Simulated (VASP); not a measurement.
# Zr (I4_1/amd) in VASP: relaxation of cell and atoms with LDA

Aim: the relaxation of cell and atoms of Zr with LDA.

All numbers are computed with VASP 6.6.1; they aren't measurements. Logs are shortened: lines on timing, memory, paths and dates and some standing lists are left out, and cuts for length are marked.

### 1 The cell of the first run

Symmetry: I4_1/amd, No. 141, tetragonal system. The conventional cell has a = 5.017 Å, b = 5.017 Å, c = 2.760 Å, α = 90.00°, β = 90.00°, γ = 90.00°. Zr (site symmetry -4m2) has 10 Zr at 2.60 to 3.25 Å within 3.4 Å.

### 2 Relaxation of cell and atoms, LDA, target pressure 38 GPa, at which the enthalpy is minimised

Input file INCAR:

```
SYSTEM = Zr
ALGO     = Normal         ! electronic algorithm
EDIFF    = 1E-6           ! SCF threshold, eV
EDIFFG   = -0.005         ! ionic threshold
ENCUT    = 600            ! plane-wave cutoff, eV
IBRION   = 2              ! ionic algorithm
ISIF     = 3              ! what is computed and relaxed
ISMEAR   = -1             ! smearing method
LASPH    = .True.         ! aspherical terms in the spheres
LCHARG   = .False.        ! write CHGCAR
LREAL    = .False.        ! projectors in reciprocal space
LWAVE    = .False.        ! write WAVECAR
NELM     = 60             ! most SCF steps
NSW      = 60             ! ionic steps
PREC     = Accurate       ! precision mode
PSTRESS  = 380.0        
SIGMA    = 0.08           ! smearing width, eV
```

Input file KPOINTS:

```
k-points
0
Gamma
  16 16 16
  0 0 0
```

Input file POSCAR:

```
Zr
1.0
   -2.5087395074      2.5087395074      1.3798067290
    2.5087395074     -2.5087395074      1.3798067290
    2.5087395074      2.5087395074     -1.3798067290
Zr
2
Direct
   -0.3750000000     -0.1250000000     -0.2500000000
    0.3750000000      0.1250000000      0.2500000000
```

Potentials or basis: VASP PAW LDA potentials, release 64 (Zr_sv).

Command:

```
cat potpaw_LDA.64/Zr_sv/POTCAR > POTCAR
mpirun -np 1 vasp_std > vasp.out
```

OUTCAR:

```text
SYSTEM = Zr
   EDIFF = 1E-6
   EDIFFG = -0.005
   ENCUT = 600
   IBRION = 2
   ISIF = 3
   ISMEAR = -1
   LASPH = .True.
   LREAL = .False.
   NELM = 60
   NSW = 60
   PREC = Accurate
   PSTRESS = 380.0

 ion  position               nearest neighbor table
   1  0.625  0.875  0.750-   2 2.60   2 2.60   2 2.60   2 2.60   2 3.25   2 3.25   2 3.25   2 3.25

   2  0.375  0.125  0.250-   1 2.60   1 2.60   1 2.60   1 2.60   1 3.25   1 3.25   1 3.25   1 3.25

  LATTYP: Found a body centered tetragonal cell.
 ALAT       =     5.0174790148
 C/A-ratio  =     0.5500000000

  Lattice vectors:

 A1 = (  -2.5087395074,   2.5087395074,   1.3798067290)
 A2 = (   2.5087395074,  -2.5087395074,   1.3798067290)
 A3 = (   2.5087395074,   2.5087395074,  -1.3798067290)

Analysis of symmetry for initial positions (statically):
=====================================================================
 Subroutine PRICEL returns:
 Original cell was already a primitive cell.

 Routine SETGRP: Setting up the symmetry group for a
 body centered tetragonal supercell.

 Subroutine GETGRP returns: Found 16 space group operations
 (whereof  4 operations were pure point group operations)
 out of a pool of 16 trial point group operations.

The static configuration has the point symmetry C_2h.
 The point group associated with its full space group is D_4h.

Analysis of symmetry for dynamics (positions and initial velocities):
=====================================================================
 Subroutine PRICEL returns:
 Original cell was already a primitive cell.

 Routine SETGRP: Setting up the symmetry group for a
 body centered tetragonal supercell.

 Subroutine GETGRP returns: Found 16 space group operations
 (whereof  4 operations were pure point group operations)
 out of a pool of 16 trial point group operations.

The dynamic configuration has the point symmetry C_2h.
 The point group associated with its full space group is D_4h.

 Subroutine INISYM returns: Found 16 space group operations
 (whereof  4 operations are pure point group operations),
 and found     1 'primitive' translations

----------------------------------------------------------------------------------------

                                     Primitive cell

  volume of cell :      34.7368

  direct lattice vectors                    reciprocal lattice vectors
    -2.508739507  2.508739507  1.379806729     0.000000000  0.199303275  0.362369591
     2.508739507 -2.508739507  1.379806729     0.199303275  0.000000000  0.362369591
     2.508739507  2.508739507 -1.379806729     0.199303275  0.199303275  0.000000000

  length of vectors
     3.806759047  3.806759047  3.806759047     0.413561986  0.413561986  0.281857395

  position of ions in fractional coordinates (direct lattice)
     0.625000000  0.875000000  0.750000000
     0.375000000  0.125000000  0.250000000

  ion indices of the primitive-cell ions
   primitive index   ion index
                 1           1
                 2           2

----------------------------------------------------------------------------------------

 KPOINTS: k-points

Automatic generation of k-mesh.
 Grid dimensions read from file:
 generate k-points for:   16   16   16

 Generating k-lattice:

  Cartesian coordinates                     Fractional coordinates (reciprocal lattice)
     0.000000000  0.012456455  0.022648099     0.062500000  0.000000000  0.000000000
     0.012456455  0.000000000  0.022648099     0.000000000  0.062500000  0.000000000
     0.012456455  0.012456455  0.000000000     0.000000000  0.000000000  0.062500000

  Length of vectors
     0.025847624  0.025847624  0.017616087

  Shift w.r.t. Gamma in fractional coordinates (k-lattice)
     0.000000000  0.000000000  0.000000000

 Subroutine IBZKPT returns following result:
 ===========================================

 Found    349 irreducible k-points:

 Following reciprocal coordinates:
            Coordinates               Weight
  0.000000  0.000000  0.000000      1.000000
  0.062500 -0.000000  0.000000      8.000000
  0.125000 -0.000000  0.000000      8.000000
  0.187500 -0.000000  0.000000      8.000000
  0.250000 -0.000000  0.000000      8.000000
  0.312500 -0.000000  0.000000      8.000000
[... 16 lines left out ...]
 -0.125000  0.062500 -0.000000     16.000000
 -0.062500  0.062500  0.000000      4.000000
 [... further k-points ...]
   k-points           NKPTS =    349   k-points in BZ     NKDIM =    349   number of bands    NBANDS=     16
   number of dos      NEDOS =    301   number of ions     NIONS =      2
   total plane-waves  NPLWV =  27000
   dimension x,y,z NGX =    30 NGY =   30 NGZ =   30
   dimension x,y,z NGXF=    60 NGYF=   60 NGZF=   60
   ions per type =               2
   NGX,Y,Z   is equivalent  to a cutoff of  13.10, 13.10, 13.10 a.u.
   NGXF,Y,Z  is equivalent  to a cutoff of  26.20, 26.20, 26.20 a.u.
 SYSTEM =  Zr
   PREC   = accura    normal or accurate (medium, high low for compatibility)
   ISTART =      0    job   : 0-new  1-cont  2-samecut
   ICHARG =      2    charge: 1-file 2-atom 10-const
   ISPIN  =      1    spin polarized calculation?
   LNONCOLLINEAR =      F non collinear calculations
   LSORBIT =      F    spin-orbit coupling
   LASPH  =      T    aspherical Exc in radial PAW
   ENCUT  =  600.0 eV  44.10 Ry    6.64 a.u.   7.60  7.60  7.60*2*pi/ulx,y,z
   NELM   =     60;   NELMIN=  2; NELMDL= -5     # of ELM steps
   EDIFF  = 0.1E-05   stopping-criterion for ELM
   LREAL  =      F    real-space projection
   EDIFFG = -.5E-02   stopping-criterion for IOM
   NSW    =     60    number of steps for IOM
   IBRION =      2    ionic relax: 0-MD 1-quasi-New 2-CG
   NFREE  =      1    steps in history (QN), initial steepest desc. (CG)
   ISIF   =      3    stress and relaxation
   ISYM   =      2    0-nonsym 1-usesym 2-fastsym
   POTIM  = 0.5000    time-step for ionic-motion
   TEBEG  =    0.0;   TEEND  =   0.0 temperature during run
   PSTRESS=  380.0 pullay stress
   NELECT =      24.0000    total number of electrons
   NUPDOWN=      -1.0000    fix difference up-down
   EMIN   =  10.00;   EMAX   =-10.00  energy-range for DOS
   EFERMI =   0.00;   METHOD = LEGACY
   ISMEAR =    -1;   SIGMA  =   0.08  broadening in eV -4-tet -1-fermi 0-gaus
   EFERMI_NEDOS =   21; number of points for ismear=-14 and -15
   IALGO  =     38    algorithm
   IMIX   =      4    mixing-type and parameters
     AMIX     =   0.40;   BMIX     =  1.00
     AMIX_MAG =   1.60;   BMIX_MAG =  1.00
  volume/ion in A,a.u.               =      17.37       117.21
  Fermi-wavevector in a.u.,A,eV,Ry     =   1.447267  2.734939 28.498531  2.094583
  Thomas-Fermi vector in A             =   2.565242
   LORBIT       =      0    0 simple, 1 ext, 2 COOP (PROOUT), +10 PAW based schemes
   GGA     = CA    functional components
   LHFCALC =     F    Hartree Fock is set to
   AEXX    =    0.0000 exact exchange contribution
   IVDW    =     0    specifies the selected vdW correction
   LEPSILON=     F    determine dielectric tensor
   LRPA    =     F    only Hartree local field effects (RPA)
 conjugate gradient relaxation of ions
 non-spin polarized calculation
  energy-cutoff  :      600.00
  volume of cell :       34.74
 maximum number of plane-waves:      1197
   NGX = 15   NGY = 15   NGZ = 15

--------------------------------------- Ionic step        1  -------------------------------------------

 number of electron      24.0000000 magnetization

 Free energy of the ion-electron system (eV)
  ---------------------------------------------------
  ext. energy  EPLUGINS =         0.00000000
  ---------------------------------------------------
  free energy    TOTEN  =       -16.98912994 eV

  energy without entropy =      -16.94063490  energy(sigma->0) =      -16.96488242

------------------------ aborting loop because EDIFF is reached ----------------------------------------

  FORCE on cell =-STRESS in cart. coord.  units (eV):
  Direction    XX          YY          ZZ          XY          YZ          ZX
  --------------------------------------------------------------------------------------
  -------------------------------------------------------------------------------------
  Total        6.8039112      6.8039112      7.1412863      0.0000000      0.0000000     -0.0000000
  in kB      313.8194305    313.8194305    329.3803142      0.0000000      0.0000000     -0.0000000
  external PRESSURE =     -60.9936082 kB  Pullay stress =     380.0000000 kB

 VOLUME and BASIS-vectors are now :
 -----------------------------------------------------------------------------
  energy-cutoff  :      600.00
  volume of cell :       34.74
      direct lattice vectors                 reciprocal lattice vectors
    -2.508739507  2.508739507  1.379806729     0.000000000  0.199303275  0.362369591
     2.508739507 -2.508739507  1.379806729     0.199303275  0.000000000  0.362369591
     2.508739507  2.508739507 -1.379806729     0.199303275  0.199303275  0.000000000
[... 274 lines left out ...]
  FREE ENERGIE OF THE ION-ELECTRON SYSTEM (eV)
  ---------------------------------------------------
  free  energy   TOTEN  =       -16.7715175607 eV

  energy  without entropy=      -16.7237474932  energy(sigma->0) =      -16.74763253

  enthalpy is  TOTEN    =        -8.7710446464 eV   P V=        8.0004729143

--------------------------------------- Ionic step        9  -------------------------------------------

 number of electron      24.0000000 magnetization

 Free energy of the ion-electron system (eV)
  ---------------------------------------------------
  ext. energy  EPLUGINS =         0.00000000
  ---------------------------------------------------
  free energy    TOTEN  =       -16.77146167 eV

  energy without entropy =      -16.72371076  energy(sigma->0) =      -16.74758622

 E-fermi :  12.3507     XC(G=0): -12.7990

 val. band max:       12.3474261281   @ k =  -0.0625   0.1875   0.0625
 cond. band min:      12.3511065970   @ k =  -0.4375   0.5000   0.2500
 fundamental gap:      0.0036804689
 Fermi energy:        12.3507488468

 k-point     1 :       0.0000    0.0000    0.0000
  band No.  band energies     occupation
      1     -35.8086      2.00000
      2     -34.6965      2.00000
      3     -14.8960      2.00000
      4     -14.8960      2.00000
      5     -12.4699      2.00000
      6     -12.4332      2.00000
[... 8 lines left out ...]
     15      16.1755      0.00000
     16      16.3959      0.00000
[... 419 lines left out ...]
 k-point    24 :      -0.0625    0.0625    0.0000
  band No.  band energies     occupation
      1     -35.7983      2.00000
      2     -34.7076      2.00000
      3     -14.8787      2.00000
      4     -14.8773      2.00000
      5     -12.5241      2.00000
      6     -12.4309      2.00000
[... 8 lines left out ...]
     15      16.2655      0.00000
     16      16.4624      0.00000

 [... further k-points ...]

------------------------ aborting loop because EDIFF is reached ----------------------------------------

  FORCE on cell =-STRESS in cart. coord.  units (eV):
  Direction    XX          YY          ZZ          XY          YZ          ZX
  --------------------------------------------------------------------------------------
  -------------------------------------------------------------------------------------
  Total        8.0007537      8.0007537      8.0032487      0.0000000     -0.0000000      0.0000000
  in kB      380.0159971    380.0159971    380.1345055      0.0000000     -0.0000000      0.0000000
  external PRESSURE =       0.0554999 kB  Pullay stress =     380.0000000 kB

 VOLUME and BASIS-vectors are now :
 -----------------------------------------------------------------------------
  energy-cutoff  :      600.00
  volume of cell :       33.73
      direct lattice vectors                 reciprocal lattice vectors
    -2.475861236  2.475861236  1.375710371     0.000000000  0.201949929  0.363448594
     2.475861236 -2.475861236  1.375710371     0.201949929  0.000000000  0.363448594
     2.475861236  2.475861236 -1.375710371     0.201949929  0.201949929  0.000000000

 POSITION                                       TOTAL-FORCE (eV/Angst)
 -----------------------------------------------------------------------------------
      2.47586      1.23793      1.03178         0.000000     -0.000000     -0.000000
      0.00000      1.23793      0.34393        -0.000000      0.000000      0.000000
 -----------------------------------------------------------------------------------
    total drift:                                0.000000     -0.000000      0.000000

  FREE ENERGIE OF THE ION-ELECTRON SYSTEM (eV)
  ---------------------------------------------------
  free  energy   TOTEN  =       -16.7714616749 eV

  energy  without entropy=      -16.7237107636  energy(sigma->0) =      -16.74758622

  enthalpy is  TOTEN    =        -8.7710447973 eV   P V=        8.0004168776

 reached required accuracy - stopping structural energy minimisation
```

Run time: 11 min. Hardware: 1 thread of Intel Xeon 6975P-C (Granite Rapids), shared host; peak memory 0.32 GiB.

What came out:

```
Free energy                                                : -16.7715 eV
Relaxed volume                                             : 16.87 Å³/atom
Relaxed cell                                               : a = 3.762 Å, b = 3.762 Å, c = 3.762 Å, α = 97.69°, β = 97.69°, γ = 137.10°
Space group after relaxing (to 0.1 Å)                      : I4_1/amd (No. 141)
Energy change on relaxing (the run minimises the enthalpy) : +108.8 meV/atom
Ionic steps                                                : 9
Pressure after relaxing                                    : 38.0 GPa
Band gap on the k mesh                                     : zero (bands 12 and 13 overlap by 1.60 eV)
```

The path:
| step | energy change (eV) | largest force (eV/Å) | pressure (GPa) | volume (Å³) |
| --- | --- | --- | --- | --- |
| 1 | 0.0000 | 0.0000 | 31.90 | 34.74 |
| 2 | 0.8526 | 0.0000 | 54.60 | 31.52 |
| 3 | 0.2141 | 0.0000 | 37.91 | 33.75 |
| 4 | 0.2200 | 0.0000 | 38.06 | 33.72 |
| 5 | 0.2181 | 0.0000 | 38.03 | 33.73 |
| 6 | 0.2177 | 0.0000 | 38.01 | 33.73 |
| 7 | 0.2172 | 0.0000 | 38.00 | 33.73 |
| 8 | 0.2176 | 0.0000 | 38.00 | 33.73 |
| 9 | 0.2177 | 0.0000 | 38.01 | 33.73 |

Final structure:
```yaml
crystal:
  lattice:
    - [-2.47586, 2.47586, 1.37571]
    - [2.47586, -2.47586, 1.37571]
    - [2.47586, 2.47586, -1.37571]
  atoms:
    - { symbol: Zr, position: [0.62500, 0.87500, 0.75000] }
    - { symbol: Zr, position: [0.37500, 0.12500, 0.25000] }
```

Caveat: the cell is relaxed towards a set pressure, so the run minimises the enthalpy, not the energy.
